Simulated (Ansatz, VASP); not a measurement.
One calculation of BeCd2Te3, two programs

File INCAR:

```
SYSTEM = BeCd2Te3
ALGO = Normal
EDIFF = 1E-7
EDIFFG = -0.04
ENCUT = 600
GGA = PE
GGA_COMPAT = .False.
IBRION = 2
ISIF = 3
ISMEAR = 0
LASPH = .True.
LCHARG = .False.
LREAL = .False.
LWAVE = .False.
NELM = 120
NELMIN = 4
NSW = 90
PREC = Accurate
SIGMA = 0.1
```

KPOINTS

```
k-points
0
Gamma
  6 6 2
  0 0 0
```

POSCAR

```
BeCd2Te3
1.0
    4.2534019100      0.0000000000      0.0000000000
   -2.1267009600      3.6835541100      0.0000000000
    0.0000000000      0.0000000000     10.5543601600
Be Cd Te
1 2 3
Direct
    0.0000000000      0.0000000000      0.5000000000
    0.3333333300      0.6666666700      0.8271350300
    0.6666666700      0.3333333300      0.1728649700
    0.3333333300      0.6666666700      0.3480919900
    0.6666666700      0.3333333300      0.6519080100
    0.0000000000      0.0000000000      0.0000000000
```

Input for Ansatz:

```yaml
crystal:
  lattice:
    - [4.25340191, 0.0, 0.0]
    - [-2.12670096, 3.68355411, 0.0]
    - [0.0, 0.0, 10.55436016]
  atoms:
    - { symbol: Be, position: [0.0, 0.0, 0.5] }
    - { symbol: Cd, position: [0.33333333, 0.66666667, 0.82713503] }
    - { symbol: Cd, position: [0.66666667, 0.33333333, 0.17286497] }
    - { symbol: Te, position: [0.33333333, 0.66666667, 0.34809199] }
    - { symbol: Te, position: [0.66666667, 0.33333333, 0.65190801] }
    - { symbol: Te, position: [0.0, 0.0, 0.0] }
basis:
  ecutwfc: 420
kpoints:
  mp_grid: { grid: [6, 6, 2] }
hamiltonian:
  xc: pbe
scf:
  occupations: { method: gaussian, width: 0.1 }
  lower_state_search: "off"
output:
  forces: true
  stress: true
  eigenvalues: true
relax:
  adjacent_minimum: "off"
  f_tol: 0.04
  max_steps: 70
  cell: { stress_tol: 0.4 }
```

Change from the starting cell: species swapped into the Sn2GeTe3 type (P-3m1, No. 164).

Alike in both runs: task relaxation of cell and atoms; functional PBE; k mesh 6 × 6 × 2; occupations gaussian, width 0.1 eV; no spin polarisation.

```csv
,VASP,Ansatz
version,VASP 6.6.1,Ansatz 0.2.0
potentials or method,"VASP PAW PBE potentials, release 64 (Be, Cd, Te), cutoff 600 eV","scalar-relativistic, plane waves, PAW"
valence electrons in the cell,44,90
```

|  | VASP | Ansatz | Ansatz less VASP |
| --- | --- | --- | --- |
| gap on the k mesh at the Fermi level, each at its own relaxed structure (eV) | none | none | - |
| relaxed volume (Å³/atom) | 25.51 | 25.45 | -0.060 |
| relaxed length of the cell vector where the two differ most in proportion (Å) | 10.316 | 10.284 | -0.0321 |

A gap of «none» marks a metal or a gap that the smearing closes. VASP's potentials hold 44 valence electrons a cell and Ansatz's 90, so a difference there can come from the potentials and not from the codes.

Neither program's run includes spin-orbit coupling.
